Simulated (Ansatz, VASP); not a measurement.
Te: VASP beside Ansatz

INCAR

```
PREC = Accurate
ENCUT = 520
EDIFF = 1E-7
ISMEAR = -1
SIGMA = 0.3
LREAL = F
LASPH = T
NELM = 60
ALGO = Normal
ISIF = 2
LWAVE = F
LCHARG = F
GGA = RP
NBANDS = 16
```

The input KPOINTS:

```
regular mesh
0
Gamma
  6 6 4
```

Contents of POSCAR:

```
Te
1.0
    4.4540000000      0.0000000000      0.0000000000
   -2.2270000000      3.8572800000      0.0000000000
    0.0000000000      0.0000000000      5.9240000000
Te
3
Direct
    0.2690000000      0.0000000000      0.3333333333
    0.0000000000      0.2690000000      0.6666666667
    0.7310000000      0.7310000000      0.0000000000
```

Input for Ansatz:

```yaml
crystal:
  lattice:
    - [4.454, 0.0, 0.0]
    - [-2.227, 3.85728, 0.0]
    - [0.0, 0.0, 5.924]
  atoms:
    - { symbol: Te, position: [0.269, 0.0, 0.3333333333333333] }
    - { symbol: Te, position: [-1.5101021053582774e-17, 0.269, 0.6666666666666666] }
    - { symbol: Te, position: [0.731, 0.731, 0.0] }
kpoints:
  mp_grid:
    grid: [6, 6, 4]
hamiltonian:
  xc: rpbe
  pseudopotentials:
    kind: nc
scf:
  occupations:
    method: fermi_dirac
    width: 0.3
output:
  forces: true
  stress: true
```

Alike in both runs: task single point; functional RPBE; k mesh 6 × 6 × 4; occupations fermi-dirac, width 0.3 eV; no spin polarisation.

|  | VASP | Ansatz |
| --- | --- | --- |
| version | VASP 6.6.1 | Ansatz 0.2.0 |
| potentials or method | VASP PAW PBE potentials, release 64 (Te) | plane waves |
| plane-wave cutoff (eV) | 520 | 1120 |
| valence electrons in the cell | 18 | 48 |

```tsv
	VASP	Ansatz	Ansatz less VASP
pressure (GPa)	3.1	3.1	+0.04
traceless stress, the component that is largest in VASP (GPa)	0.37	0.35	-0.013
rms of the force components (eV/Å)	0.169	0.164	-0.0049
```

VASP's potentials were made for PBE, not for RPBE. Atom by atom the forces differ by 0.005 eV/Å (rms over components). VASP's potentials hold 18 valence electrons a cell and Ansatz's 48, so a difference there can come from the potentials and not from the codes.

Neither program's run includes spin-orbit coupling.
